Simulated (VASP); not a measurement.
**Al: single point with PBEsol+D3(BJ)**

Al:

```
Al
1.0
     2.87582    0.00000    0.00000
    -1.43791    2.49053    0.00000
     0.00000    0.00000    9.06746
Al
4
Direct
  0.00000 0.00000 0.00000
  0.33333 0.66667 0.25000
  0.00000 0.00000 0.50000
  0.66667 0.33333 0.75000
```

This cell differs from its parent crystal: volume 16.236 Å^3 an atom, c/a of the conventional cell 3.1530.

```json
{
 "Program": "VASP 6.6.1",
 "Task": "single point",
 "Functional": "PBEsol",
 "Dispersion": "D3(BJ)",
 "Potentials or basis": "VASP PAW PBE potentials, release 64 (Al)",
 "Cutoff": "520 eV",
 "k mesh": "18 × 18 × 6",
 "Occupations": "gaussian, width 0.15 eV",
 "Spin": "no spin polarisation"
}
```

```yaml
Pressure: -3.1 GPa
Band_gap_on_the_k_mesh: zero (band 6 reaches 12.51 eV, above the bottom of band 7 at 6.45 eV)
Dispersion_energy_per_atom: -0.323 eV
```

Stress tensor (GPa, compression positive):
```
-4.13  0.00  0.00
 0.00 -4.13  0.00
 0.00  0.00 -0.91
```

Levels at points of the mesh, in eV from the Fermi level:
```
           k point  band 4  band 5  band 6  band 7  band 8  band 9
(0.00, 0.00, 0.00)   -4.46   -3.96    4.13    4.15   10.21   10.21
(0.50, 0.00, 0.00)   -3.92   -3.44   -3.32    0.86    1.33    1.65
(0.00, 0.00, 0.50)   -7.25   -0.38   -0.38    9.20    9.20   10.55
(0.50, 0.00, 0.50)   -4.92   -1.84   -1.84   -1.17   -1.17    4.93
```

Wall time 3.4 min on 1 thread of AMD EPYC 7R13, on a shared host, peak memory 0.23 GiB.

Caveat: the PAW data sets were made with another functional, which shifts forces and pressure a little; pairwise dispersion overbinds metals, which lowers pressure and volume.
